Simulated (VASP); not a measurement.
# LaBe2 (P3m1) in VASP: single point with PBE

Aim: the single point of LaBe2 with PBE.

Program: VASP 6.6.1. These are calculated values, not measurements. Logs are shortened: lines on timing, memory, paths and dates and some standing lists are left out, and cuts for length are marked.

**1. The cell of the first run**

The structure is trigonal, space group P3m1 (No. 156). Conventional cell: a = 4.132 Å, b = 4.132 Å, c = 8.246 Å, α = 90.00°, β = 90.00°, γ = 120.00°. La (site symmetry 3m) has 13 Be at 2.95 to 4.24 Å and 9 La at 4.05 to 4.13 Å within 4.3 Å. Within 4.2 Å of La (site symmetry 3m) lie 12 Be at 2.96 to 4.16 Å and 9 La at 4.05 to 4.13 Å. Be (site symmetry m) has 6 Be at 2.06 to 2.18 Å within 2.7 Å. Be (site symmetry 3m) has 6 Be at 2.18 Å and 1 La at 2.95 Å within 3.0 Å.

The cell was generated, and may not be a known phase.

**2. Single point, PBE**

Contents of INCAR:

```
SYSTEM = LaBe2
PREC     = Accurate       ! precision mode
ENCUT    = 520            ! plane-wave cutoff, eV
EDIFF    = 1E-6           ! SCF threshold, eV
ISMEAR   = 0              ! smearing method
SIGMA    = 0.01           ! smearing width, eV
LREAL    = .FALSE.        ! projectors in reciprocal space
LASPH    = .TRUE.         ! aspherical terms in the spheres
NELM     = 100            ! most SCF steps
ALGO     = Fast           ! electronic algorithm
ISIF     = 2              ! what is computed and relaxed
LWAVE    = .FALSE.        ! write WAVECAR
LCHARG   = .FALSE.        ! write CHGCAR
GGA      = PE             ! functional
NBANDS   = 24             ! bands
```

Contents of KPOINTS:

```
Automatic mesh
0
G
  12 12 6
  0 0 0
```

Contents of POSCAR:

```
LaBe2
1.0
    4.1320027143      0.0000000000      0.0000000000
   -2.0660013571      3.5784193191      0.0000000000
    0.0000000000      0.0000000000      8.2457835897
La Be
2 4
Direct
    0.0000000000      0.0000000000      0.7278296270
    0.3333333333      0.6666666667      0.1246876023
    0.5004052692      0.4995947308      0.4535596126
    0.5004052692      0.0008105385      0.4535596126
    0.9991894615      0.4995947308      0.4535596126
    0.0000000000      0.0000000000      0.3702234829
```

Potentials or basis: VASP PAW PBE potentials, release 64 (La, Be).

The run is started by

```console
cat potpaw_PBE.64/La/POTCAR potpaw_PBE.64/Be/POTCAR > POTCAR
mpirun -np 1 vasp_std > vasp.out
```

OUTCAR:

```text
SYSTEM = LaBe2
   PREC = Accurate
   ENCUT = 520
   EDIFF = 1E-6
   ISMEAR = 0
   LREAL = .FALSE.
   LASPH = .TRUE.
   NELM = 100
   ISIF = 2
   GGA = PE

 ion  position               nearest neighbor table
   1  0.000  0.000  0.728-   6 2.95
   2  0.333  0.667  0.125-   3 2.96   4 2.96   5 2.96
   3  0.500  0.500  0.454-   4 2.06   5 2.06   4 2.07   5 2.07   6 2.18   6 2.18   2 2.96
   4  0.500  0.001  0.454-   3 2.06   5 2.06   3 2.07   5 2.07   6 2.18   6 2.18   2 2.96
   5  0.999  0.500  0.454-   3 2.06   4 2.06   3 2.07   4 2.07   6 2.18   6 2.18   2 2.96
   6  0.000  0.000  0.370-   5 2.18   4 2.18   3 2.18   3 2.18   5 2.18   4 2.18   1 2.95

  LATTYP: Found a hexagonal cell.
 ALAT       =     4.1320027143
 C/A-ratio  =     1.9955900709

  Lattice vectors:

 A1 = (   4.1320027143,   0.0000000000,   0.0000000000)
 A2 = (  -2.0660013571,   3.5784193191,   0.0000000000)
 A3 = (   0.0000000000,   0.0000000000,   8.2457835897)

Analysis of symmetry for initial positions (statically):
=====================================================================
 Subroutine PRICEL returns:
 Original cell was already a primitive cell.

 Routine SETGRP: Setting up the symmetry group for a
 hexagonal supercell.

 Subroutine GETGRP returns: Found  6 space group operations
 (whereof  6 operations were pure point group operations)
 out of a pool of 24 trial point group operations.

The static configuration has the point symmetry C_3v.

Analysis of symmetry for dynamics (positions and initial velocities):
=====================================================================
 Subroutine PRICEL returns:
 Original cell was already a primitive cell.

 Routine SETGRP: Setting up the symmetry group for a
 hexagonal supercell.

 Subroutine GETGRP returns: Found  6 space group operations
 (whereof  6 operations were pure point group operations)
 out of a pool of 24 trial point group operations.

The dynamic configuration has the point symmetry C_3v.

 Subroutine INISYM returns: Found  6 space group operations
 (whereof  6 operations are pure point group operations),
 and found     1 'primitive' translations

----------------------------------------------------------------------------------------

                                     Primitive cell

  volume of cell :     121.9225

  direct lattice vectors                    reciprocal lattice vectors
     4.132002714  0.000000000  0.000000000     0.242013394  0.139726498  0.000000000
    -2.066001357  3.578419319  0.000000000     0.000000000  0.279452996  0.000000000
     0.000000000  0.000000000  8.245783590     0.000000000  0.000000000  0.121274102

  length of vectors
     4.132002714  4.132002714  8.245783590     0.279452996  0.279452996  0.121274102

  position of ions in fractional coordinates (direct lattice)
     0.000000000  0.000000000  0.727829627
     0.333333333  0.666666667  0.124687602
     0.500405269  0.499594731  0.453559613
     0.500405269  0.000810538  0.453559613
     0.999189462  0.499594731  0.453559613
     0.000000000  0.000000000  0.370223483

  ion indices of the primitive-cell ions
   primitive index   ion index
                 1           1
                 2           2
                 3           3
                 4           4
                 5           5
                 6           6

----------------------------------------------------------------------------------------

 KPOINTS: Automatic mesh

Automatic generation of k-mesh.
 Grid dimensions read from file:
 generate k-points for:   12   12    6

 Generating k-lattice:

  Cartesian coordinates                     Fractional coordinates (reciprocal lattice)
     0.020167783  0.011643875  0.000000000     0.083333333  0.000000000  0.000000000
     0.000000000  0.023287750  0.000000000     0.000000000  0.083333333  0.000000000
     0.000000000  0.000000000  0.020212350     0.000000000  0.000000000  0.166666667

  Length of vectors
     0.023287750  0.023287750  0.020212350

  Shift w.r.t. Gamma in fractional coordinates (k-lattice)
     0.000000000  0.000000000  0.000000000

 Subroutine IBZKPT returns following result:
 ===========================================

 Found    100 irreducible k-points:

 Following reciprocal coordinates:
            Coordinates               Weight
  0.000000  0.000000  0.000000      1.000000
  0.083333 -0.000000  0.000000      6.000000
  0.166667 -0.000000  0.000000      6.000000
  0.250000 -0.000000  0.000000      6.000000
  0.333333 -0.000000  0.000000      6.000000
  0.416667 -0.000000  0.000000      6.000000
[... 16 lines left out ...]
  0.166667 -0.000000  0.166667      6.000000
  0.000000  0.166667  0.166667      6.000000
 [... further k-points ...]
   k-points           NKPTS =    100   k-points in BZ     NKDIM =    100   number of bands    NBANDS=     24
   number of dos      NEDOS =    301   number of ions     NIONS =      6
   total plane-waves  NPLWV =  65536
   dimension x,y,z NGX =    32 NGY =   32 NGZ =   64
   dimension x,y,z NGXF=    64 NGYF=   64 NGZF=  128
   ions per type =               2   4
   NGX,Y,Z   is equivalent  to a cutoff of  12.87, 12.87, 12.90 a.u.
   NGXF,Y,Z  is equivalent  to a cutoff of  25.75, 25.75, 25.81 a.u.
 SYSTEM =  LaBe2
   PREC   = accura    normal or accurate (medium, high low for compatibility)
   ISTART =      0    job   : 0-new  1-cont  2-samecut
   ICHARG =      2    charge: 1-file 2-atom 10-const
   ISPIN  =      1    spin polarized calculation?
   LNONCOLLINEAR =      F non collinear calculations
   LSORBIT =      F    spin-orbit coupling
   LASPH  =      T    aspherical Exc in radial PAW
   ENCUT  =  520.0 eV  38.22 Ry    6.18 a.u.   7.68  7.68 15.33*2*pi/ulx,y,z
   NELM   =    100;   NELMIN=  2; NELMDL= -5     # of ELM steps
   EDIFF  = 0.1E-05   stopping-criterion for ELM
   LREAL  =      F    real-space projection
   EDIFFG = 0.1E-04   stopping-criterion for IOM
   NSW    =      0    number of steps for IOM
   IBRION =     -1    ionic relax: 0-MD 1-quasi-New 2-CG
   NFREE  =      0    steps in history (QN), initial steepest desc. (CG)
   ISIF   =      2    stress and relaxation
   ISYM   =      2    0-nonsym 1-usesym 2-fastsym
   POTIM  = 0.5000    time-step for ionic-motion
   TEBEG  =    0.0;   TEEND  =   0.0 temperature during run
   PSTRESS=    0.0 pullay stress
   NELECT =      30.0000    total number of electrons
   NUPDOWN=      -1.0000    fix difference up-down
   EMIN   =  10.00;   EMAX   =-10.00  energy-range for DOS
   EFERMI =   0.00;   METHOD = LEGACY
   ISMEAR =     0;   SIGMA  =   0.01  broadening in eV -4-tet -1-fermi 0-gaus
   EFERMI_NEDOS =   21; number of points for ismear=-14 and -15
   IALGO  =     68    algorithm
   IMIX   =      4    mixing-type and parameters
     AMIX     =   0.40;   BMIX     =  1.00
     AMIX_MAG =   1.60;   BMIX_MAG =  1.00
  volume/ion in A,a.u.               =      20.32       137.13
  Fermi-wavevector in a.u.,A,eV,Ry     =   1.025858  1.938591 14.318567  1.052385
  Thomas-Fermi vector in A             =   2.159721
   LORBIT       =      0    0 simple, 1 ext, 2 COOP (PROOUT), +10 PAW based schemes
   GGA     = PE    functional components
   LHFCALC =     F    Hartree Fock is set to
   AEXX    =    0.0000 exact exchange contribution
   IVDW    =     0    specifies the selected vdW correction
   LEPSILON=     F    determine dielectric tensor
   LRPA    =     F    only Hartree local field effects (RPA)
 non-spin polarized calculation
 RMM-DIIS sequential band-by-band and
 Gauss-broadening in eV      SIGMA  =   0.01
  energy-cutoff  :      520.00
  volume of cell :      121.92
 maximum number of plane-waves:      3337
 NGX is ok and might be reduce to    32
   NGX = 15   NGY = 15   NGZ = 31

 number of electron      30.0000001 magnetization

 Free energy of the ion-electron system (eV)
  ---------------------------------------------------
  ext. energy  EPLUGINS =         0.00000000
  ---------------------------------------------------
  free energy    TOTEN  =       -24.44604876 eV

  energy without entropy =      -24.44597934  energy(sigma->0) =      -24.44601405

 E-fermi :   5.9604     XC(G=0):  -9.2774

 val. band max:        5.9546290941   @ k =   0.2500   0.2500   0.0000
 cond. band min:       5.9690671088   @ k =   0.4167   0.0833   0.3333
 fundamental gap:      0.0144380147
 Fermi energy:         5.9604422981

 k-point     1 :       0.0000    0.0000    0.0000
  band No.  band energies     occupation
      1     -26.9466      2.00000
      2     -26.9012      2.00000
      3     -10.8881      2.00000
      4     -10.5101      2.00000
      5     -10.4395      2.00000
      6     -10.4395      2.00000
[... 16 lines left out ...]
     23       7.6245      0.00000
     24       7.7039      0.00000

 k-point     2 :       0.0833   -0.0000    0.0000
  band No.  band energies     occupation
      1     -26.9434      2.00000
      2     -26.8990      2.00000
      3     -10.8779      2.00000
      4     -10.5254      2.00000
      5     -10.4575      2.00000
      6     -10.4478      2.00000
[... 16 lines left out ...]
     23       7.6694      0.00000
     24       7.7441      0.00000

 k-point     3 :       0.1667   -0.0000    0.0000
  band No.  band energies     occupation
      1     -26.9348      2.00000
      2     -26.8933      2.00000
      3     -10.8501      2.00000
      4     -10.5911      2.00000
      5     -10.4972      2.00000
      6     -10.4705      2.00000
[... 16 lines left out ...]
     23       7.6704      0.00000
     24       7.7638      0.00000
[... 514 lines left out ...]
 k-point    23 :       0.1667   -0.0000    0.1667
  band No.  band energies     occupation
      1     -26.9347      2.00000
      2     -26.8934      2.00000
      3     -10.8424      2.00000
      4     -10.5948      2.00000
      5     -10.5024      2.00000
      6     -10.4698      2.00000
[... 16 lines left out ...]
     23       7.6436      0.00000
     24       7.8270      0.00000

 k-point    24 :       0.0000    0.1667    0.1667
  band No.  band energies     occupation
      1     -26.9347      2.00000
      2     -26.8934      2.00000
      3     -10.8425      2.00000
      4     -10.5960      2.00000
      5     -10.4982      2.00000
      6     -10.4700      2.00000
[... 16 lines left out ...]
     23       7.7644      0.00000
     24       7.7969      0.00000

 [... further k-points ...]
[... 5 lines left out ...]
  --------------------------------------------------------------------------------------
  -------------------------------------------------------------------------------------
  Total        0.0654589      0.0654589      0.0161408      0.0000000      0.0000000      0.0000000
  in kB        0.8601920      0.8601920      0.2121049      0.0000000      0.0000000      0.0000000
  external PRESSURE =       0.6441630 kB  Pullay stress =       0.0000000 kB

 VOLUME and BASIS-vectors are now :
 -----------------------------------------------------------------------------
  energy-cutoff  :      520.00
  volume of cell :      121.92
      direct lattice vectors                 reciprocal lattice vectors
     4.132002714  0.000000000  0.000000000     0.242013394  0.139726498  0.000000000
    -2.066001357  3.578419319  0.000000000     0.000000000  0.279452996  0.000000000
     0.000000000  0.000000000  8.245783590     0.000000000  0.000000000  0.121274102

 POSITION                                       TOTAL-FORCE (eV/Angst)
 -----------------------------------------------------------------------------------
      0.00000      0.00000      6.00153        -0.000000     -0.000000     -0.016359
     -0.00000      2.38561      1.02815         0.000000     -0.000000      0.011243
      1.03551      1.78776      3.73995         0.003258     -0.001881      0.002891
      2.06600      0.00290      3.73995         0.000000      0.003763      0.002891
      3.09649      1.78776      3.73995        -0.003258     -0.001881      0.002891
      0.00000      0.00000      3.05278         0.000000     -0.000000     -0.003555
 -----------------------------------------------------------------------------------
    total drift:                                0.000000     -0.000000     -0.001763

  FREE ENERGIE OF THE ION-ELECTRON SYSTEM (eV)
  ---------------------------------------------------
  free  energy   TOTEN  =       -24.4460487609 eV

  energy  without entropy=      -24.4459793397  energy(sigma->0) =      -24.44601405
```

Wall time 31 min (1 thread of Intel Xeon 8259CL, shared host); peak memory 0.46 GiB.

What came out:

* Free energy: -24.4460 eV
* Pressure: 0.1 GPa
* Largest force: 0.016 eV/Å
* Band gap on the k mesh: zero (bands 15 and 16 overlap by 0.08 eV)

Forces in eV/Å, atoms in the order of the input:
```
La   0.000  0.000 -0.016
La   0.000  0.000  0.011
Be   0.003 -0.002  0.003
Be   0.000  0.004  0.003
Be  -0.003 -0.002  0.003
Be   0.000  0.000 -0.004
```

Levels at points of the mesh, in eV from the Fermi level:
| k point | band 12 | band 13 | band 14 | band 15 | band 16 | band 17 | band 18 | band 19 |
| --- | --- | --- | --- | --- | --- | --- | --- | --- |
| (0.00, 0.00, 0.00) | -1.66 | -1.44 | -1.44 | -0.15 | 0.80 | 1.11 | 1.11 | 1.41 |
| (0.50, 0.00, 0.00) | -1.76 | -1.60 | -1.24 | -0.26 | 0.34 | 0.73 | 1.06 | 1.58 |
| (0.00, 0.00, 0.50) | -1.44 | -1.44 | -1.18 | -0.06 | 0.83 | 1.09 | 1.09 | 1.47 |
| (0.50, 0.00, 0.50) | -1.69 | -1.30 | -1.09 | -0.88 | 0.24 | 0.66 | 1.20 | 1.46 |

Caveat: spin-orbit coupling is left out, which moves the levels of the heavy elements.
